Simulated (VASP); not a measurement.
Runs of VASP 6.6.1 on CdS. The structure is that of space group F-43m (No. 216), or close to it. The cells are those of the table. 

| level | cell | smearing | gap on the mesh (eV) | pressure (GPa) |
| --- | --- | --- | --- | --- |
| r2SCAN | a = 4.157, b = 4.150, c = 4.150 Å, angles 60.1, 59.9, 59.9°, 2 atoms | gaussian 0.01 eV | (a) | 0.5 |
| PBE | a = 4.125 Å, angles 60.5°, 2 atoms | fermi-dirac 0.02 eV | 1.09 | (b) |
| r2SCAN | a = 4.125 Å, angles 60.5°, 2 atoms | gaussian 0.01 eV | 1.53 | 1.0 |
| PBE | a = 4.157, b = 4.150, c = 4.150 Å, angles 60.1, 59.9, 59.9°, 2 atoms | fermi-dirac 0.02 eV | 1.10 | (c) |

Alike in all rows: task single point; potentials or basis VASP PAW PBE potentials, release 64 (Cd, S); no spin polarisation; k mesh 8 × 8 × 8; cutoff (eV) 520.

Task: Estimate the missing entries.

Result: (a) 1.54; (b) 2.4; (c) 1.9.

Caveats: the PAW data sets were made with another functional, which shifts forces and pressure a little (some runs).

A k mesh can miss the band edges, and the runs leave out spin-orbit coupling on Cd.
